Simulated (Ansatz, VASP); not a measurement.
# GaSb in VASP and in Ansatz

```
Ga Sb
1.0
     0.00000    3.00278    3.00278
     3.00278    0.00000    3.00278
     3.00278    3.00278    0.00000
Ga Sb
1 1
Direct
  0.00000 0.00000 0.00000
  0.75000 0.75000 0.75000
```

Alike in both runs: task single point; functional PBEsol; k mesh 12 × 12 × 12; occupations gaussian, width 0.1 eV; no spin polarisation.

|  | VASP | Ansatz |
| --- | --- | --- |
| version | VASP 6.6.1 | Ansatz 0.2.0 |
| potentials or method | VASP PAW PBE potentials, release 64 (Ga_d, Sb), cutoff 520 eV | scalar-relativistic, plane waves, PAW |
| valence electrons in the cell | 18 | 28 |

```tsv
	VASP	Ansatz	Ansatz less VASP
gap on the k mesh at the Fermi level (eV)	0.39	0.38	-0.015
least direct gap on the mesh (eV)	0.39	0.38	-0.015
pressure (GPa)	3.2	3.0	-0.12
```

VASP's potentials were made for PBE, not for PBEsol. The functional is the same, so the differences come from potentials, cutoffs and numerics. VASP's potentials hold 18 valence electrons a cell and Ansatz's 28, so a difference there can come from the potentials and not from the codes.

Spin-orbit coupling is off throughout.
